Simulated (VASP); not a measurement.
Input of a VASP 6.6.1 run:

Contents of INCAR:

```
SYSTEM = Si16O
ALGO = Normal ; EDIFF = 1E-7
ENCUT = 520 ; GGA = PE
ISIF = 2 ; ISMEAR = -1
ISPIN = 2 ; LASPH = .TRUE.
LCHARG = .TRUE. ; LELF = .TRUE.
LORBIT = 11 ; LREAL = Auto
LVHAR = .TRUE. ; LWAVE = .FALSE.
MAGMOM = 0 0 0 0 0 0 0 0 0 0 0 0 0 0 0 0 1 ; NBANDS = 53
NELM = 150 ; PREC = Accurate
SIGMA = 0.02
```

File KPOINTS:

```
k-points
0
G
  2 2 2
  0 0 0
```

Contents of POSCAR:

```
Si16O
1.0
    0.0000000000      5.4300000000      5.4300000000
    5.4300000000      0.0000000000      5.4300000000
    5.4300000000      5.4300000000      0.0000000000
Si O
16 1
Direct
    0.0023941068     -0.0937569061      0.0050276243
    0.1232596685      0.1135911602      0.0408103131
    0.0295211786      0.0279005525      0.4479189687
    0.1166574586      0.2067863720      0.5487937385
   -0.0326243094      0.4949815838     -0.0217403315
    0.2226058932      0.5253130755      0.0678729282
   -0.0510313076      0.5836464088      0.4593922652
    0.0853683241      0.6364917127      0.6093462247
    0.4726519337      0.0467219153     -0.0058931860
    0.6503499079      0.1114364641      0.1604604052
    0.5146685083     -0.0040239411      0.5454051565
    0.6594475138      0.1286372007      0.6317495396
    0.5893830571      0.4902486188     -0.0330478821
    0.5914364641      0.6709208103      0.1281399632
    0.4929189687      0.4713720074      0.4842449355
    0.5974585635      0.6247513812      0.6121915285
    0.2586556169      0.3199815838      0.3130018416
```

Potentials or basis: VASP PAW PBE potentials, release 64 (Si, O).

Command:

```bash
$ cat potpaw_PBE.64/Si/POTCAR potpaw_PBE.64/O/POTCAR > POTCAR
$ mpirun -np 1 vasp_std > vasp.out
```

Task: What does it give for the pressure?

Result: 1.8 GPa.

Task: Predict the band gap on the k mesh.

Result: 0.18 eV.

Task: What does it give for the largest force?

Result: 3.939 eV/Å.

Forces on the atoms (eV/Å):
```
Si  -0.056  0.583  0.277
Si   1.600  0.518 -0.305
Si  -0.876 -0.215 -0.988
Si   0.221  2.194 -2.170
Si  -0.140  1.007  0.246
Si   0.656 -0.233 -0.624
Si  -0.851 -1.665 -0.325
Si   0.753  1.557  2.429
Si   0.487  1.246  0.527
Si  -0.328 -1.045 -0.765
Si  -0.825 -0.943 -1.189
Si  -1.091  0.753 -0.441
Si  -0.914 -0.937 -0.954
Si  -0.747  0.376  0.737
Si   2.414 -1.268  0.192
Si   0.846 -0.101  0.059
O   -1.151 -1.828  3.294
```

Caveat: the k points lie up to 0.50 Å⁻¹ apart.
